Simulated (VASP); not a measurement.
Wanted: the native input for a VASP 6.6.1 run.

```yaml
Task: relaxation of cell and atoms
Functional: PBE
Potentials_or_basis: VASP PAW PBE potentials, release 64 (Si, Se)
Cutoff: 600 eV
k_mesh: 10 × 10 × 4
Occupations: gaussian, width 0.1 eV
Spin: no spin polarisation
Dipole_correction: no
Further_INCAR_settings: ALGO = Normal; EDIFF = 1e-06; IBRION = 2; EDIFFG = -0.01; NSW = 100; ISIF = 3
```

The structure of SiSe4 lies in POSCAR:

```
SiSe4
1.0
    4.0831714628      0.0000000000      0.0000000000
    0.0000000000      4.0831714628      0.0000000000
    0.0000000000      0.0000000000     10.3641200320
Si Se
1 4
Direct
    0.0000000000      0.0000000000      0.0000000000
    0.5000000000      0.5000000000      0.3936882894
    0.5000000000      0.5000000000      0.6063117106
    0.0000000000      0.0000000000      0.2030540172
    0.0000000000      0.0000000000      0.7969459828
```

The cell was generated, and may not be a known phase.

One way to write it, as run:

INCAR

```
SYSTEM = SiSe4
ALGO     = Normal         ! electronic algorithm
EDIFF    = 1E-6           ! SCF threshold, eV
EDIFFG   = -0.01          ! ionic threshold
ENCUT    = 600            ! plane-wave cutoff, eV
GGA      = PE             ! functional
IBRION   = 2              ! ionic algorithm
ISIF     = 3              ! what is computed and relaxed
ISMEAR   = 0              ! smearing method
LASPH    = .True.         ! aspherical terms in the spheres
LCHARG   = .False.        ! write CHGCAR
LREAL    = .False.        ! projectors in reciprocal space
LWAVE    = .False.        ! write WAVECAR
NELM     = 100            ! most SCF steps
NSW      = 100            ! ionic steps
PREC     = Accurate       ! precision mode
SIGMA    = 0.1            ! smearing width, eV
```

KPOINTS

```
k-points
0
Gamma
  10 10 4
  0 0 0
```

Potentials or basis: VASP PAW PBE potentials, release 64 (Si, Se).

The run is started by

```bash
$ cat potpaw_PBE.64/Si/POTCAR potpaw_PBE.64/Se/POTCAR > POTCAR
$ mpirun -np 1 vasp_std > vasp.out
```

It gave:

| Quantity | Value |
| --- | --- |
| Relaxed volume | 35.22 Å³/atom |
| Relaxed cell | a = 3.921 Å, b = 3.921 Å, c = 11.455 Å, α = 90.00°, β = 90.00°, γ = 90.00° |
| Space group after relaxing (to 0.1 Å) | P4/mmm (No. 123) |
| Energy gained by relaxing | 13.1 meV/atom |
| Ionic steps | 52 |
| Pressure after relaxing | 0.0 GPa |
| Largest force after relaxing | 0.010 eV/Å |
| Band gap on the k mesh | zero (bands 14 and 15 overlap by 1.59 eV) |

It took 46 min on 1 thread of AMD EPYC 9R45 96-Core Processor (Zen 5), with other jobs on the host, peak memory 0.46 GiB.
